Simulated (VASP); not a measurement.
Write the native input for VASP 6.6.1 that does the following.

```
Task                   : single point
Functional             : r2SCAN
Potentials or basis    : VASP PAW PBE potentials, release 64 (C)
Cutoff                 : 520 eV
k mesh                 : 12 × 12 × 4
Occupations            : gaussian, width 0.05 eV
Spin                   : no spin polarisation
Dipole correction      : no
Further INCAR settings : ALGO = Normal; EDIFF = 1e-07; NBANDS = 26
```

The system is C.

```
CELL_PARAMETERS angstrom
2.63776 0.00516 -0.12529
-1.31441 2.10305 0.03522
-0.40921 -0.10343 8.39510
ATOMIC_POSITIONS crystal
C 0.98555 0.00883 0.08988
C 0.98744 0.00848 0.60901
C 0.97796 0.97433 0.41659
C 0.05097 0.02663 0.91061
C 0.30936 0.67402 0.15795
C 0.68320 0.35907 0.64676
C 0.31383 0.61607 0.33843
C 0.69170 0.33258 0.83079
```

This cell differs from its parent crystal: atoms moved at random and the cell strained at random.

One way to write it, as run:

POSCAR

```
C
1.0
    2.6377560623      0.0051567235     -0.1252944022
   -1.3144121776      2.1030465616      0.0352207366
   -0.4092078006     -0.1034311685      8.3951023622
C
8
Direct
   -0.0144548158      0.0088304595      0.0898764641
   -0.0125646132      0.0084779834      0.6090079027
   -0.0220384333     -0.0256739981      0.4165916345
    0.0509724189      0.0266254581      0.9106051368
    0.3093601769      0.6740181141      0.1579461091
    0.6832008142      0.3590663846      0.6467580612
    0.3138260238      0.6160715620      0.3384288833
    0.6916984286      0.3325840364      0.8307858083
```

INCAR.step1

```
PREC = Accurate
ENCUT = 520
ISMEAR = 0
SIGMA = 0.05
LREAL = F
LASPH = T
NELM = 60
NBANDS = 26
GGA = PE
ALGO = Normal
EDIFF = 1E-4
LWAVE = T
LCHARG = F
```

INCAR.step2

```
PREC = Accurate
ENCUT = 520
EDIFF = 1E-7
ISMEAR = 0
SIGMA = 0.05
LREAL = F
LASPH = T
NELM = 60
ALGO = Normal
ISIF = 2
LWAVE = F
LCHARG = T
METAGGA = R2SCAN
LMIXTAU = T
LELF = T
LVHAR = T
NBANDS = 26
ISTART = 1
```

KPOINTS

```
regular mesh
0
Gamma
  12 12 4
```

Potentials or basis: VASP PAW PBE potentials, release 64 (C).

Run with:

```sh
$ cat potpaw_PBE.64/C/POTCAR > POTCAR
$ cp INCAR.step1 INCAR
$ mpirun -np 1 vasp_std > vasp.out
$ cp INCAR.step2 INCAR
$ mpirun -np 1 vasp_std > vasp.out
```

Results of the run:

```json
{
 "Pressure": "-4.2 GPa",
 "Largest force": "8.272 eV/Å",
 "Band gap on the k mesh": "1.74 eV (least direct gap 2.92 eV)"
}
```

Caveat: the cell differs from its parent crystal (atoms moved at random and the cell strained at random); the stress differs along the axes, from -43 to 43 GPa; the PAW data sets were made with another functional, which shifts forces and pressure a little.

Wall time 17 min on 1 thread of Intel(R) Xeon(R) Platinum 8259CL CPU @ 2.50GHz (Skylake/Cascade Lake), with other jobs on the host, peak memory 0.33 GiB.
